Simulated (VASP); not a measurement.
GaN, 4 atoms in the cell. Symmetry: P6_3mc, No. 186, hexagonal system. The conventional cell has a = 3.180 Å, b = 3.180 Å, c = 5.166 Å, α = 90.00°, β = 90.00°, γ = 120.00°. Within 2.6 Å of Ga (site symmetry 3m) lie 4 N at 1.94 to 1.95 Å. Within 2.6 Å of N (site symmetry 3m) lie 4 Ga at 1.94 to 1.95 Å. 

* Program: VASP 6.6.1
* Task: single point
* Functional: PBE
* Potentials or basis: VASP PAW PBE potentials, release 64 (Ga_d, N)
* Cutoff: 520 eV
* k mesh: 13 × 13 × 7
* Occupations: fermi-dirac, width 0.05 eV
* Spin: no spin polarisation
* Dipole correction: no
* Further INCAR settings: ALGO = Normal; EDIFF = 1e-06; NBANDS = 26

Potentials or basis: VASP PAW PBE potentials, release 64 (Ga_d, N).

Run with:

```console
$ cat potpaw_PBE.64/Ga_d/POTCAR potpaw_PBE.64/N/POTCAR > POTCAR
$ mpirun -np 1 vasp_std > vasp.out
```

Hardware: 1 thread of Intel(R) Xeon(R) 6975P-C (Granite Rapids), on a shared host.

How long does it take, and how much memory?

Run time: 32 s on 1 thread of Intel(R) Xeon(R) 6975P-C (Granite Rapids), on a shared host, peak memory 0.21 GiB. Counts: scf iterations 14, k points 84.
